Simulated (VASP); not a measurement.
Input of a VASP 6.6.1 run:

Contents of POSCAR:

```
Si
1.0
    5.4442106828      0.0000000000      0.0000000000
    0.0000000000     -5.4442106828      0.0000000000
    0.0000000000      0.0000000000     -5.4442106828
Si
8
Direct
    0.5000000000      0.0000000000      0.0000000000
    0.0000000000      0.5000000000      0.0000000000
    0.0000000000      0.0000000000      0.5000000000
    0.5000000000      0.5000000000      0.5000000000
    0.7500000000      0.7500000000      0.7500000000
    0.2500000000      0.2500000000      0.7500000000
    0.2500000000      0.7500000000      0.2500000000
    0.7500000000      0.2500000000      0.2500000000
```

INCAR.step1

```
  PREC = Accurate
  ENCUT = 520
  ISMEAR = 0
  SIGMA = 0.05
  LREAL = False
  LASPH = True
  NELM = 80
  NBANDS = 26
  GGA = PE
  ALGO = Normal
  EDIFF = 1E-4
  LWAVE = True
  LCHARG = False
```

Contents of INCAR.step2:

```
  PREC = Accurate
  ENCUT = 520
  EDIFF = 1E-6
  ISMEAR = 0
  SIGMA = 0.05
  LREAL = False
  LASPH = True
  NELM = 80
  ALGO = Normal
  ISIF = 2
  LWAVE = False
  LCHARG = False
  METAGGA = R2SCAN
  LMIXTAU = True
  NBANDS = 26
  ISTART = 1
```

The input KPOINTS:

```
regular mesh
0
Gamma
  6 6 6
```

Potentials or basis: VASP PAW PBE potentials, release 64 (Si).

Launch:

```bash
$ cat potpaw_PBE.64/Si/POTCAR > POTCAR
$ cp INCAR.step1 INCAR
$ mpirun -np 1 vasp_std > vasp.out
$ cp INCAR.step2 INCAR
$ mpirun -np 1 vasp_std > vasp.out
```

**Question.** What does it give for the pressure?

**Answer.** -0.2 GPa.

**Question.** Predict the band gap on the k mesh.

**Answer.** 0.79 eV.

Caveat: the PAW data sets were made with another functional, which shifts forces and pressure a little. A k mesh can miss the band edges.
